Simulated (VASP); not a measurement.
Write the native input for VASP 6.6.1 that does the following.

```yaml
Task: single point
Functional: r2SCAN
Potentials_or_basis: VASP PAW PBE potentials, release 64 (Ni)
Cutoff: 520 eV
k_mesh: 10 × 10 × 6
Occupations: methfessel-paxton, width 0.0149 eV
Spin: collinear spin, ferromagnetic start
Starting_moments: "[2.0, 2.0] μB"
Dipole_correction: no
Further_INCAR_settings: ALGO = Normal; EDIFF = 1e-06; NBANDS = 21
```

Crystal: Ni.

```
CELL_PARAMETERS angstrom
2.44094 0.00000 0.00000
-1.22047 2.11392 0.00000
0.00000 0.00000 4.08993
ATOMIC_POSITIONS crystal
Ni 0.33328 0.66667 0.25000
Ni 0.66662 0.33333 0.75000
```

This isn't the form of Ni at room conditions, which is fcc.

The input as run:

POSCAR

```
Ni
1.0
    2.4409405941     -0.0000002717      0.0000000000
   -1.2204700618      2.1139186110      0.0000000000
    0.0000000000      0.0000000000      4.0899332977
Ni
2
Direct
    0.3332844246      0.6666688492      0.2500000000
    0.6666155754      0.3333311508      0.7500000000
```

INCAR.step1

```
PREC = Accurate
ENCUT = 520
ISMEAR = 1
SIGMA = 0.0149
LREAL = False
LASPH = True
NELM = 150
ISPIN = 2
MAGMOM = 2 2
LMAXMIX = 4
NBANDS = 21
GGA = PE
ALGO = Normal
EDIFF = 1E-4
LWAVE = True
LCHARG = False
```

INCAR.step2

```
PREC = Accurate
ENCUT = 520
EDIFF = 1E-6
ISMEAR = 1
SIGMA = 0.0149
LREAL = False
LASPH = True
NELM = 150
ALGO = Normal
ISIF = 2
LWAVE = False
LCHARG = False
ISPIN = 2
MAGMOM = 2 2
LORBIT = 11
LMAXMIX = 4
METAGGA = R2SCAN
LMIXTAU = True
NBANDS = 21
ISTART = 1
```

KPOINTS

```
Automatic mesh
0
Gamma
  10 10 6
```

Potentials or basis: VASP PAW PBE potentials, release 64 (Ni).

Run with:

```sh
$ cat potpaw_PBE.64/Ni/POTCAR > POTCAR
$ cp INCAR.step1 INCAR
$ mpirun -np 1 vasp_std > vasp.out
$ cp INCAR.step2 INCAR
$ mpirun -np 1 vasp_std > vasp.out
```

It gave:

```
Pressure                                              : 0.3 GPa
Net moment                                            : 1.36 μB per cell
Site moments                                          : Ni +0.70 μB
Valence electrons inside the program's atomic spheres : Ni 9.40
```

Caveat: the PAW data sets were made with another functional, which shifts forces and pressure a little.

Run time: 4 min on 1 thread of Intel Xeon 8259CL, on a shared host, peak memory 0.17 GiB.
